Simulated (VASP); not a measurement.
Input of a VASP 6.6.1 run:

The input INCAR:

```
ALGO     = Normal         # electronic algorithm
EDIFF    = 1E-7           # SCF threshold, eV
ENCUT    = 520            # plane-wave cutoff, eV
GGA      = PS             # functional
ISIF     = 2              # what is computed and relaxed
ISMEAR   = -1             # smearing method
LASPH    = True           # aspherical terms in the spheres
LCHARG   = False          # write CHGCAR
LREAL    = False          # projectors in reciprocal space
LWAVE    = False          # write WAVECAR
NBANDS   = 50             # bands
NELM     = 80             # most SCF steps
PREC     = Accurate       # precision mode
SIGMA    = 0.05           # smearing width, eV
```

File KPOINTS:

```
k-points
0
Gamma
  3 6 6
```

File POSCAR:

```
SnSe
1.0
   11.5702803916      0.0000000000      0.0000000000
    0.0000000000      4.2451379020      0.0000000000
    0.0000000000      0.0000000000      4.5186909410
Sn Se
4 4
Direct
    0.8770000000      0.7500000000      0.9090000000
    0.6230000000      0.2500000000      0.4090000000
    0.3770000000      0.7500000000      0.5910000000
    0.1230000000      0.2500000000      0.0910000000
    0.6430000000      0.7500000000      0.9840000000
    0.8570000000      0.2500000000      0.4840000000
    0.1430000000      0.7500000000      0.5160000000
    0.3570000000      0.2500000000      0.0160000000
```

Potentials or basis: VASP PAW PBE potentials, release 64 (Sn_d, Se).

The run is started by

```console
$ cat potpaw_PBE.64/Sn_d/POTCAR potpaw_PBE.64/Se/POTCAR > POTCAR
$ mpirun -np 1 vasp_std > vasp.out
```

(1) What does it give for the band gap on the k mesh?

(2) What does it give for the largest force?

(3) Estimate the pressure.

Answers

(1) 0.50 eV (least direct gap 0.68 eV).

(2) 0.159 eV/Å.

(3) -2.4 GPa.

Caveat: the PAW data sets were made with another functional, which shifts forces and pressure a little; spin-orbit coupling is left out, which moves the levels of the heavy elements; an odd mesh through Γ misses points on the zone boundary, where band edges can lie.
